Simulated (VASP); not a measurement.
# ZrInF3 (P4mm) in VASP: notebook, part 2 of 2

VASP 6.6.1.

## (4) Relaxation of cell and atoms, PBE

Contents of INCAR:

```
SYSTEM = ZrInF3
PREC     = Accurate       ! precision mode
ENCUT    = 600            ! plane-wave cutoff, eV
EDIFF    = 1E-6           ! SCF threshold, eV
ISMEAR   = 0              ! smearing method
SIGMA    = 0.1            ! smearing width, eV
LREAL    = .FALSE.        ! projectors in reciprocal space
LASPH    = .TRUE.         ! aspherical terms in the spheres
NELM     = 100            ! most SCF steps
ALGO     = Normal         ! electronic algorithm
ISIF     = 3              ! what is computed and relaxed
LWAVE    = .FALSE.        ! write WAVECAR
LCHARG   = .FALSE.        ! write CHGCAR
GGA      = PE             ! functional
IBRION   = 2              ! ionic algorithm
NSW      = 90             ! ionic steps
EDIFFG   = -0.04          ! ionic threshold
```

Contents of KPOINTS:

```
regular mesh
0
G
  4 4 4
  0 0 0
```

Contents of POSCAR:

```
ZrInF3
1.0
    3.9833973000      0.0000000000      0.0000000000
    0.0000000000      3.9833973000      0.0000000000
    0.0000000000      0.0000000000      3.9833973000
Zr In F
1 1 3
Direct
    0.0000000000      0.0000000000      0.9668639500
    0.5000000000      0.5000000000      0.4668639500
    0.0000000000      0.5000000000      0.0000000000
    0.5000000000      0.0000000000      0.0000000000
    0.0000000000      0.0000000000      0.5000000000
```

Potentials or basis: VASP PAW PBE potentials, release 64 (Zr_sv, In_d, F).

Launch:

```bash
cat potpaw_PBE.64/Zr_sv/POTCAR potpaw_PBE.64/In_d/POTCAR potpaw_PBE.64/F/POTCAR > POTCAR
mpirun -np 1 vasp_std > vasp.out
```

OUTCAR:

```text
SYSTEM = ZrInF3
   PREC = Accurate
   ENCUT = 600
   EDIFF = 1E-6
   ISMEAR = 0
   LREAL = .FALSE.
   LASPH = .TRUE.
   NELM = 100
   ISIF = 3
   GGA = PE
   IBRION = 2
   NSW = 90
   EDIFFG = -0.04

 ion  position               nearest neighbor table
   1  0.000  0.000  0.967-   5 1.86   4 2.00   3 2.00   3 2.00   4 2.00   5 2.12   2 3.45   2 3.45
                             2 3.45   2 3.45   2 3.45   2 3.45   2 3.45   2 3.45
   2  0.500  0.500  0.467-   3 2.72   4 2.72   4 2.72   3 2.72   5 2.82   5 2.82   5 2.82   5 2.82
                             3 2.91   4 2.91   4 2.91   3 2.91   1 3.45   1 3.45   1 3.45   1 3.45
   3  0.000  0.500  0.000-   1 2.00   1 2.00   2 2.72   2 2.72   2 2.91   2 2.91
   4  0.500  0.000  0.000-   1 2.00   1 2.00   2 2.72   2 2.72   2 2.91   2 2.91
   5  0.000  0.000  0.500-   1 1.86   1 2.12   2 2.82   2 2.82   2 2.82   2 2.82

  LATTYP: Found a simple cubic cell.
 ALAT       =     3.9833973000

  Lattice vectors:

 A1 = (   3.9833973000,   0.0000000000,   0.0000000000)
 A2 = (   0.0000000000,   3.9833973000,   0.0000000000)
 A3 = (   0.0000000000,   0.0000000000,   3.9833973000)

Analysis of symmetry for initial positions (statically):
=====================================================================
 Subroutine PRICEL returns:
 Original cell was already a primitive cell.

 Routine SETGRP: Setting up the symmetry group for a
 simple cubic supercell.

[... 155 lines left out ...]
   NGX = 15   NGY = 15   NGZ = 15

--------------------------------------- Ionic step        1  -------------------------------------------

 number of electron      46.0000018 magnetization

 Free energy of the ion-electron system (eV)
  ---------------------------------------------------
  ext. energy  EPLUGINS =         0.00000000
  ---------------------------------------------------
  free energy    TOTEN  =       -24.70456430 eV

  energy without entropy =      -24.67084023  energy(sigma->0) =      -24.68770227

 E-fermi :  10.5432     XC(G=0): -11.3705

 val. band max:       10.4794590171   @ k =   0.2500   0.0000   0.0000
 cond. band min:      10.5482762581   @ k =   0.5000   0.2500   0.2500
 fundamental gap:      0.0688172409
 Fermi energy:        10.5431987365
[... 1195 lines left out ...]
  FREE ENERGIE OF THE ION-ELECTRON SYSTEM (eV)
  ---------------------------------------------------
  free  energy   TOTEN  =       -27.4293042534 eV

  energy  without entropy=      -27.3836248398  energy(sigma->0) =      -27.40646455

[... ionic steps 4 to 8 ...]

--------------------------------------- Ionic step        9  -------------------------------------------

 number of electron      46.0000003 magnetization

------------------------ aborting loop because EDIFF is reached ----------------------------------------
[... 73 lines left out ...]
--------------------------------------- Ionic step       11  -------------------------------------------

 number of electron      46.0000013 magnetization

 Free energy of the ion-electron system (eV)
  ---------------------------------------------------
  ext. energy  EPLUGINS =         0.00000000
  ---------------------------------------------------
  free energy    TOTEN  =       -27.48726340 eV

  energy without entropy =      -27.44250766  energy(sigma->0) =      -27.46488553

 E-fermi :   6.7837     XC(G=0):  -9.7979

 val. band max:        6.7734551120   @ k =   0.2500   0.2500   0.2500
 cond. band min:       6.8422891093   @ k =   0.2500   0.2500   0.5000
 fundamental gap:      0.0688339973
 Fermi energy:         6.7837116447
[... 570 lines left out ...]
  FREE ENERGIE OF THE ION-ELECTRON SYSTEM (eV)
  ---------------------------------------------------
  free  energy   TOTEN  =       -27.4872633975 eV

  energy  without entropy=      -27.4425076593  energy(sigma->0) =      -27.46488553

 reached required accuracy - stopping structural energy minimisation
```

OSZICAR:

```text
N       E                     dE             d eps       ncg     rms          rms(c)
DAV:   1     0.666931486113E+03    0.66693E+03   -0.26880E+04   972   0.239E+03
DAV:   2     0.421565595224E+02   -0.62477E+03   -0.60711E+03  1108   0.616E+02
DAV:   3    -0.231838136493E+02   -0.65340E+02   -0.64026E+02  1088   0.204E+02
DAV:   4    -0.274081332623E+02   -0.42243E+01   -0.41341E+01  1685   0.445E+01
[... 120 lines left out ...]
DAV:   4    -0.274873192984E+02    0.33177E-03   -0.82661E-04  1366   0.226E-01    0.750E-02
DAV:   5    -0.274872688532E+02    0.50445E-04   -0.22879E-04  1606   0.119E-01    0.354E-02
DAV:   6    -0.274872661452E+02    0.27080E-05   -0.72739E-05  1171   0.628E-02    0.180E-02
DAV:   7    -0.274872636131E+02    0.25321E-05   -0.10856E-05  1102   0.263E-02    0.572E-03
DAV:   8    -0.274872633975E+02    0.21560E-06   -0.10603E-06   590   0.942E-03
  11 F= -.27487263E+02 E0= -.27464886E+02  d E =-.108475E-02
```

CONTCAR:

```text
ZrInF3
   1.00000000000000
     4.4118294481169391    0.0000000000000000    0.0000000000000000
     0.0000000000000000    4.4118294481169391   -0.0000000000000000
    -0.0000000000000000    0.0000000000000000    4.3933206071602529
  Zr              In              F
     1     1     3
Direct
     0.0000000000000000    0.0000000000000000    0.9848561980208915
     0.5000000000000000    0.5000000000000000    0.4872001133107647
     0.0000000000000000    0.5000000000000000    0.9890071069954994
     0.5000000000000000    0.0000000000000000    0.9890071069954994
     0.0000000000000000    1.0000000000000000    0.4836573746773388

  0.00000000E+00  0.00000000E+00  0.00000000E+00
  0.00000000E+00  0.00000000E+00  0.00000000E+00
  0.00000000E+00  0.00000000E+00  0.00000000E+00
  0.00000000E+00  0.00000000E+00  0.00000000E+00
  0.00000000E+00  0.00000000E+00  0.00000000E+00
```

Wall time 3.7 min (1 thread of Intel Xeon Platinum 8488C (Sapphire Rapids), shared host); peak memory 0.2 GiB.

Results:

* Free energy: -27.4873 eV
* Relaxed volume: 17.10 Å³/atom
* Relaxed cell: a = 4.412 Å, b = 4.412 Å, c = 4.393 Å, α = 90.00°, β = 90.00°, γ = 90.00°
* Space group after relaxing (to 0.1 Å): Pm-3m (No. 221)
* Energy gained by relaxing: 556.5 meV/atom
* Ionic steps: 11
* Pressure after relaxing: -0.1 GPa
* Largest force after relaxing: 0.023 eV/Å
* Band gap on the k mesh: zero (bands 23 and 24 overlap by 0.98 eV)

Forces on the atoms (eV/Å):
```
Zr   0.000  0.000  0.001
In   0.000  0.000  0.023
F    0.000  0.000 -0.019
F    0.000  0.000 -0.019
F    0.000  0.000  0.013
```

Stress tensor (GPa, compression positive):
```
-0.22  0.00  0.00
 0.00 -0.22  0.00
 0.00  0.00  0.09
```

The path:
```tsv
step	energy change (eV)	largest force (eV/Å)	pressure (GPa)	volume (Å³)
1	0.0000	4.1082	49.47	63.21
2	-1.8636	0.2565	-10.99	106.05
3	-2.7247	0.7982	1.32	84.67
4	-2.7249	0.8028	0.83	85.22
5	-2.7589	0.2481	-0.93	86.55
6	-2.7601	0.1879	-1.28	86.87
7	-2.7725	0.1537	-0.16	85.56
8	-2.7733	0.1419	0.24	85.14
9	-2.7771	0.1139	0.20	85.18
10	-2.7816	0.0398	0.10	85.30
11	-2.7827	0.0228	-0.12	85.51
```

Final structure:
```yaml
crystal:
  lattice:
    - [4.41183, 0.00000, 0.00000]
    - [0.00000, 4.41183, 0.00000]
    - [0.00000, 0.00000, 4.39332]
  atoms:
    - { symbol: Zr, position: [0.00000, 0.00000, 0.98486] }
    - { symbol: In, position: [0.50000, 0.50000, 0.48720] }
    - { symbol: F, position: [0.00000, 0.50000, 0.98901] }
    - { symbol: F, position: [0.50000, 0.00000, 0.98901] }
    - { symbol: F, position: [0.00000, 0.00000, 0.48366] }
```

Caveat: the k points lie up to 0.36 Å⁻¹ apart in the final cell, too coarse for converged energies and pressures of a metal; the volume moved by over 15 % at a fixed basis, so the end points are rough; spin-orbit coupling is left out, which moves the levels of the heavy elements.

## (5) The runs side by side

| task | cell | cutoff (eV) | gap on the mesh (eV) | pressure (GPa) | largest force (eV/Å) |
| --- | --- | --- | --- | --- | --- |
| single point | a = 3.983 Å, 5 atoms, atomic positions A | 520 | none | 49.6 | 4.11 |
| single point | a = 4.115, b = 4.115, c = 6.459 Å, 5 atoms, atomic positions B | 520 | none | 0.1 | 0.11 |
| relaxation of cell and atoms | relaxed from a = 3.983 Å, 5 atoms, atomic positions A | 600 | none | -0.1 | 0.02 |

Alike in all rows: level PBE; potentials or basis VASP PAW PBE potentials, release 64 (Zr_sv, In_d, F); no spin polarisation; k mesh 4 × 4 × 4; smearing gaussian 0.1 eV.

Caveats: all runs use coarse meshes; spin-orbit coupling is left out, which moves the levels of the heavy elements; forces of over 1 eV/Å act on the atoms, so gaps and moduli don't describe the material at rest (at least some runs); the volume moved by over 15 % at a fixed basis, so the end points are rough (at least some runs).

Total energies depend on the potentials used, so only differences within one code and one set of settings carry meaning.

The gap in the log of VASP goes by the Fermi energy; the results here count the filled bands.